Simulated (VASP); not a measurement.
Input of a VASP 6.6.1 run:

INCAR

```
SYSTEM = SnSe
ALGO     = Normal         ! electronic algorithm
EDIFF    = 1E-6           ! SCF threshold, eV
ENCUT    = 520            ! plane-wave cutoff, eV
GGA      = PE             ! functional
ISIF     = 2              ! what is computed and relaxed
ISMEAR   = -1             ! smearing method
IVDW     = 13             ! dispersion correction
LASPH    = .True.         ! aspherical terms in the spheres
LCHARG   = .True.         ! write CHGCAR
LELF     = .True.         ! ELF
LREAL    = .False.        ! projectors in reciprocal space
LVHAR    = .True.       
LWAVE    = .False.        ! write WAVECAR
NBANDS   = 17             ! bands
NELM     = 100            ! most SCF steps
PREC     = Accurate       ! precision mode
SIGMA    = 0.05           ! smearing width, eV
```

The input KPOINTS:

```
k-points
0
Gamma
  7 7 7
  0 0 0
```

Contents of POSCAR:

```
SnSe
1.0
    0.0000000000      3.3432203197      3.3432203197
    3.3432203197      0.0000000000      3.3432203197
    3.3432203197      3.3432203197      0.0000000000
Sn Se
1 1
Direct
    0.0000000000      0.0000000000      0.0000000000
    0.7500000000      0.7500000000      0.7500000000
```

Potentials or basis: VASP PAW PBE potentials, release 64 (Sn_d, Se).

Run with:

```sh
$ cat potpaw_PBE.64/Sn_d/POTCAR potpaw_PBE.64/Se/POTCAR > POTCAR
$ mpirun -np 1 vasp_std > vasp.out
```

Q: What does it give for the pressure?

A: 0.0 GPa.

Q: Estimate the dispersion energy per atom.

A: -0.299 eV.

Q: What does it give for the band gap on the k mesh?

A: 0.18 eV, indirect (least direct gap 0.66 eV).

Caveat: spin-orbit coupling is left out, which moves the levels of the heavy elements. A k mesh can miss the band edges.
